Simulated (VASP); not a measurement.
# Ta (Im-3m) in VASP: a series of runs

Runs on Ta. Level: LDA. Tasks: single point.

Everything below comes from runs of VASP 6.6.1. Logs are shortened: lines on timing, memory, paths and dates and some standing lists are left out, and cuts for length are marked.

### 1 The cell of the first run

Symmetry: Im-3m, No. 229, cubic system. The conventional cell has a = 3.254 Å, b = 3.254 Å, c = 3.254 Å, α = 90.00°, β = 90.00°, γ = 90.00°. Within 3.7 Å of Ta (site symmetry m-3m) lie 14 Ta at 2.82 to 3.25 Å.

### 2 Single point, LDA

Input file INCAR:

```
ALGO = Normal
EDIFF = 1E-6
ENCUT = 500
GGA_COMPAT = F
ISIF = 2
ISMEAR = -1
LASPH = T
LCHARG = F
LREAL = F
LWAVE = F
NBANDS = 12
NELM = 120
PREC = Accurate
SIGMA = 0.05
```

Input file KPOINTS:

```
k-points
0
Gamma
  11 11 11
```

Input file POSCAR:

```
Ta
1.0
   -1.6271506964      1.6271506964      1.6271506964
    1.6271506964     -1.6271506964      1.6271506964
    1.6271506964      1.6271506964     -1.6271506964
Ta
1
Direct
    0.0000000000      0.0000000000      0.0000000000
```

Potentials or basis: VASP PAW LDA potentials, release 64 (Ta_pv).

Run with:

```bash
cat potpaw_LDA.64/Ta_pv/POTCAR > POTCAR
mpirun -np 1 vasp_std > vasp.out
```

OUTCAR:

```text
EDIFF = 1E-6
   ENCUT = 500
   ISIF = 2
   ISMEAR = -1
   LASPH = T
   LREAL = F
   NELM = 120
   PREC = Accurate

 ion  position               nearest neighbor table
   1  0.000  0.000  0.000-

  LATTYP: Found a body centered cubic cell.
 ALAT       =     3.2543013928

  Lattice vectors:

 A1 = (  -1.6271506964,   1.6271506964,   1.6271506964)
 A2 = (   1.6271506964,  -1.6271506964,   1.6271506964)
 A3 = (   1.6271506964,   1.6271506964,  -1.6271506964)

Analysis of symmetry for initial positions (statically):
=====================================================================
 Subroutine PRICEL returns:
 Original cell was already a primitive cell.

 Routine SETGRP: Setting up the symmetry group for a
 body centered cubic supercell.

 Subroutine GETGRP returns: Found 48 space group operations
 (whereof 48 operations were pure point group operations)
 out of a pool of 48 trial point group operations.

The static configuration has the point symmetry O_h .

Analysis of symmetry for dynamics (positions and initial velocities):
=====================================================================
 Subroutine PRICEL returns:
 Original cell was already a primitive cell.

 Routine SETGRP: Setting up the symmetry group for a
 body centered cubic supercell.

 Subroutine GETGRP returns: Found 48 space group operations
 (whereof 48 operations were pure point group operations)
 out of a pool of 48 trial point group operations.

The dynamic configuration has the point symmetry O_h .

 Subroutine INISYM returns: Found 48 space group operations
 (whereof 48 operations are pure point group operations),
 and found     1 'primitive' translations

----------------------------------------------------------------------------------------

                                     Primitive cell

  volume of cell :      17.2323

  direct lattice vectors                    reciprocal lattice vectors
    -1.627150696  1.627150696  1.627150696     0.000000000  0.307285613  0.307285613
     1.627150696 -1.627150696  1.627150696     0.307285613  0.000000000  0.307285613
     1.627150696  1.627150696 -1.627150696     0.307285613  0.307285613  0.000000000

  length of vectors
     2.818307678  2.818307678  2.818307678     0.434567482  0.434567482  0.434567482

  position of ions in fractional coordinates (direct lattice)
     0.000000000  0.000000000  0.000000000

  ion indices of the primitive-cell ions
   primitive index   ion index
                 1           1

----------------------------------------------------------------------------------------

 KPOINTS: k-points

Automatic generation of k-mesh.
 Grid dimensions read from file:
 generate k-points for:   11   11   11

 Generating k-lattice:

  Cartesian coordinates                     Fractional coordinates (reciprocal lattice)
     0.000000000  0.027935056  0.027935056     0.090909091  0.000000000  0.000000000
     0.027935056  0.000000000  0.027935056     0.000000000  0.090909091  0.000000000
     0.027935056  0.027935056  0.000000000     0.000000000  0.000000000  0.090909091

  Length of vectors
     0.039506135  0.039506135  0.039506135

  Shift w.r.t. Gamma in fractional coordinates (k-lattice)
     0.000000000  0.000000000  0.000000000

 Subroutine IBZKPT returns following result:
 ===========================================

 Found     56 irreducible k-points:

 Following reciprocal coordinates:
            Coordinates               Weight
  0.000000  0.000000  0.000000      1.000000
  0.090909  0.000000  0.000000     12.000000
  0.181818  0.000000  0.000000     12.000000
  0.272727  0.000000  0.000000     12.000000
  0.363636  0.000000  0.000000     12.000000
  0.454545  0.000000  0.000000     12.000000
[... 16 lines left out ...]
  0.272727  0.181818  0.090909     48.000000
  0.363636  0.181818  0.090909     24.000000
 [... further k-points ...]
   k-points           NKPTS =     56   k-points in BZ     NKDIM =     56   number of bands    NBANDS=     12
   number of dos      NEDOS =    301   number of ions     NIONS =      1
   total plane-waves  NPLWV =  13824
   dimension x,y,z NGX =    24 NGY =   24 NGZ =   24
   dimension x,y,z NGXF=    48 NGYF=   48 NGZF=   48
   ions per type =               1
   NGX,Y,Z   is equivalent  to a cutoff of  14.16, 14.16, 14.16 a.u.
   NGXF,Y,Z  is equivalent  to a cutoff of  28.31, 28.31, 28.31 a.u.
 SYSTEM =  unknown system
   PREC   = accura    normal or accurate (medium, high low for compatibility)
   ISTART =      0    job   : 0-new  1-cont  2-samecut
   ICHARG =      2    charge: 1-file 2-atom 10-const
   ISPIN  =      1    spin polarized calculation?
   LNONCOLLINEAR =      F non collinear calculations
   LSORBIT =      F    spin-orbit coupling
   LASPH  =      T    aspherical Exc in radial PAW
   ENCUT  =  500.0 eV  36.75 Ry    6.06 a.u.   5.14  5.14  5.14*2*pi/ulx,y,z
   NELM   =    120;   NELMIN=  2; NELMDL= -5     # of ELM steps
   EDIFF  = 0.1E-05   stopping-criterion for ELM
   LREAL  =      F    real-space projection
   EDIFFG = 0.1E-04   stopping-criterion for IOM
   NSW    =      0    number of steps for IOM
   IBRION =     -1    ionic relax: 0-MD 1-quasi-New 2-CG
   NFREE  =      0    steps in history (QN), initial steepest desc. (CG)
   ISIF   =      2    stress and relaxation
   ISYM   =      2    0-nonsym 1-usesym 2-fastsym
   POTIM  = 0.5000    time-step for ionic-motion
   TEBEG  =    0.0;   TEEND  =   0.0 temperature during run
   PSTRESS=    0.0 pullay stress
   NELECT =      11.0000    total number of electrons
   NUPDOWN=      -1.0000    fix difference up-down
   EMIN   =  10.00;   EMAX   =-10.00  energy-range for DOS
   EFERMI =   0.00;   METHOD = LEGACY
   ISMEAR =    -1;   SIGMA  =   0.05  broadening in eV -4-tet -1-fermi 0-gaus
   EFERMI_NEDOS =   21; number of points for ismear=-14 and -15
   IALGO  =     38    algorithm
   IMIX   =      4    mixing-type and parameters
     AMIX     =   0.40;   BMIX     =  1.00
     AMIX_MAG =   1.60;   BMIX_MAG =  1.00
  volume/ion in A,a.u.               =      17.23       116.29
  Fermi-wavevector in a.u.,A,eV,Ry     =   1.409585  2.663730 27.033824  1.986930
  Thomas-Fermi vector in A             =   2.531626
   LORBIT       =      0    0 simple, 1 ext, 2 COOP (PROOUT), +10 PAW based schemes
   GGA     = CA    functional components
   LHFCALC =     F    Hartree Fock is set to
   AEXX    =    0.0000 exact exchange contribution
   IVDW    =     0    specifies the selected vdW correction
   LEPSILON=     F    determine dielectric tensor
   LRPA    =     F    only Hartree local field effects (RPA)
 non-spin polarized calculation
  energy-cutoff  :      500.00
  volume of cell :       17.23
 maximum number of plane-waves:       450
 NGX is ok and might be reduce to    24
   NGX = 11   NGY = 11   NGZ = 11

 number of electron      11.0000000 magnetization

 Free energy of the ion-electron system (eV)
  ---------------------------------------------------
  ext. energy  EPLUGINS =         0.00000000
  ---------------------------------------------------
  free energy    TOTEN  =       -12.83883176 eV

  energy without entropy =      -12.83177181  energy(sigma->0) =      -12.83530179

 E-fermi :   5.7670     XC(G=0): -13.0227

 val. band max:        5.7377235583   @ k =  -0.4545  -0.4545   0.0909
 cond. band min:       5.8242093192   @ k =  -0.1818   0.2727   0.0909
 fundamental gap:      0.0864857609
 Fermi energy:         5.7669766501

 k-point     1 :       0.0000    0.0000    0.0000
  band No.  band energies     occupation
      1     -26.9588      2.00000
      2     -26.9588      2.00000
      3     -26.9588      2.00000
      4      -2.2343      2.00000
      5       6.4364      0.00000
      6       6.4364      0.00000
      7       6.4364      0.00000
      8       9.8561      0.00000
      9       9.8561      0.00000
     10      19.5996      0.00000
     11      21.0546      0.00000
     12      21.0546      0.00000

 k-point     2 :       0.0909    0.0000    0.0000
  band No.  band energies     occupation
      1     -27.0790      2.00000
      2     -26.9953      2.00000
      3     -26.9596      2.00000
      4      -1.8461      2.00000
      5       6.1898      0.00043
      6       6.3562      0.00002
      7       6.8201      0.00000
      8       9.4873      0.00000
      9       9.8588      0.00000
     10      19.5995      0.00000
     11      21.3937      0.00000
     12      21.7264      0.00000

 k-point     3 :       0.1818    0.0000    0.0000
  band No.  band energies     occupation
      1     -27.3912      2.00000
      2     -27.0921      2.00000
      3     -26.9618      2.00000
      4      -0.8078      2.00000
      5       5.5941      1.93889
      6       5.9771      0.02946
      7       7.9388      0.00000
      8       9.1225      0.00000
      9       9.9181      0.00000
     10      19.5988      0.00000
     11      21.8795      0.00000
     12      23.5836      0.00000
[... 286 lines left out ...]
 k-point    23 :       0.2727    0.1818    0.0909
  band No.  band energies     occupation
      1     -28.0952      2.00000
      2     -27.4971      2.00000
      3     -27.1787      2.00000
      4       2.8472      2.00000
      5       4.1410      2.00000
      6       5.2406      1.99995
      7      10.2368      0.00000
      8      10.8220      0.00000
      9      15.4440      0.00000
     10      16.7294      0.00000
     11      19.6094      0.00000
     12      20.3288      0.00000

 k-point    24 :       0.3636    0.1818    0.0909
  band No.  band energies     occupation
      1     -28.0992      2.00000
      2     -27.5886      2.00000
      3     -27.1883      2.00000
      4       2.8336      2.00000
      5       4.0793      2.00000
      6       5.9639      0.03824
      7      10.3328      0.00000
      8      10.9350      0.00000
      9      15.3955      0.00000
     10      16.4361      0.00000
     11      19.6062      0.00000
     12      19.6808      0.00000

 [... further k-points ...]
[... 5 lines left out ...]
  --------------------------------------------------------------------------------------
  -------------------------------------------------------------------------------------
  Total        0.0696749      0.0696749      0.0696749     -0.0000000      0.0000000      0.0000000
  in kB        6.4780422      6.4780422      6.4780422     -0.0000000      0.0000000      0.0000000
  external PRESSURE =       6.4780422 kB  Pullay stress =       0.0000000 kB

 VOLUME and BASIS-vectors are now :
 -----------------------------------------------------------------------------
  energy-cutoff  :      500.00
  volume of cell :       17.23
      direct lattice vectors                 reciprocal lattice vectors
    -1.627150696  1.627150696  1.627150696     0.000000000  0.307285613  0.307285613
     1.627150696 -1.627150696  1.627150696     0.307285613  0.000000000  0.307285613
     1.627150696  1.627150696 -1.627150696     0.307285613  0.307285613  0.000000000

 POSITION                                       TOTAL-FORCE (eV/Angst)
 -----------------------------------------------------------------------------------
      0.00000      0.00000      0.00000        -0.000000      0.000000     -0.000000
 -----------------------------------------------------------------------------------
    total drift:                                0.000000      0.000000      0.000000

  FREE ENERGIE OF THE ION-ELECTRON SYSTEM (eV)
  ---------------------------------------------------
  free  energy   TOTEN  =       -12.8388317638 eV

  energy  without entropy=      -12.8317718134  energy(sigma->0) =      -12.83530179
```

Run time: 15 s. Hardware: 1 thread of Intel Xeon 8259CL, shared host; peak memory 0.13 GiB.

What came out:

```
Free energy : -12.8388 eV
Pressure    : 0.6 GPa
```

Levels at points of the mesh, in eV from the Fermi level:
```
           k point  band 1  band 2  band 3  band 4  band 5  band 6  band 7  band 8  band 9  band 10
(0.00, 0.00, 0.00)  -32.73  -32.73  -32.73   -8.00    0.67    0.67    0.67    4.09    4.09    13.83
```

Caveat: spin-orbit coupling is left out, which moves the levels of the heavy elements.

(Continued in part 2 of 2.)
